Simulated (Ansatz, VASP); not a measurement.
**Ca2SnO3 in VASP and in Ansatz**

INCAR

```
SYSTEM = Ca2SnO3
PREC = Accurate
ENCUT = 600
EDIFF = 1E-7
ISMEAR = 0
SIGMA = 0.1
LREAL = .False.
LASPH = .True.
NELM = 60
ALGO = Normal
ISIF = 3
LWAVE = .False.
LCHARG = .False.
GGA = PE
IBRION = 2
NSW = 100
EDIFFG = -0.01
```

KPOINTS

```
regular mesh
0
Gamma
  6 6 12
  0 0 0
```

Contents of POSCAR:

```
Ca2SnO3
1.0
    5.8006181800      0.0000000000      0.0000000000
   -2.9003090900      5.0234827000      0.0000000000
    0.0000000000      0.0000000000      3.4006232400
Ca Sn O
2 1 3
Direct
    0.6666666700      0.3333333300      0.5000000000
    0.3333333300      0.6666666700      0.5000000000
    0.0000000000      0.0000000000      0.5000000000
    0.0000000000      0.5000000000      0.0000000000
    0.5000000000      0.5000000000      0.0000000000
    0.5000000000      0.0000000000      0.0000000000
```

Input for Ansatz:

```yaml
crystal:
  lattice:
    - [5.80061818, 0.0, 0.0]
    - [-2.90030909, 5.0234827, 0.0]
    - [0.0, 0.0, 3.40062324]
  atoms:
    - { symbol: Ca, position: [0.66666667, 0.33333333, 0.5] }
    - { symbol: Ca, position: [0.33333333, 0.66666667, 0.5] }
    - { symbol: Sn, position: [0.0, 0.0, 0.5] }
    - { symbol: O, position: [0.0, 0.5, 0.0] }
    - { symbol: O, position: [0.5, 0.5, 0.0] }
    - { symbol: O, position: [0.5, 0.0, 0.0] }
basis:
  ecutwfc: 420
kpoints:
  mp_grid: { grid: [6, 6, 12] }
hamiltonian:
  xc: pbe
scf:
  occupations: { method: gaussian, width: 0.1 }
output:
  forces: true
  stress: true
  eigenvalues: true
relax:
  adjacent_minimum: "off"
  f_tol: 0.01
  max_steps: 80
  cell: { stress_tol: 0.05 }
```

Change from the starting cell: species swapped into the DyB2Rh3 type (P6/mmm, No. 191).

Alike in both runs: task relaxation of cell and atoms; functional PBE; k mesh 6 × 6 × 12; occupations gaussian, width 0.1 eV; no spin polarisation.

|  | VASP | Ansatz |
| --- | --- | --- |
| version | VASP 6.6.1 | Ansatz 0.2.0 |
| potentials or method | VASP PAW PBE potentials, release 64 (Ca_sv, Sn_d, O), cutoff 600 eV | scalar-relativistic, plane waves, PAW |
| valence electrons in the cell | 52 | 52 |

|  | VASP | Ansatz | Ansatz less VASP |
| --- | --- | --- | --- |
| gap on the k mesh at the Fermi level, each at its own relaxed structure (eV) | none | none | - |
| relaxed volume (Å³/atom) | 16.46 | 16.38 | -0.072 |
| relaxed length of the cell vector where the two differ most in proportion (Å) | 3.099 | 3.094 | -0.0046 |

A gap of «none» marks a metal or a gap that the smearing closes.
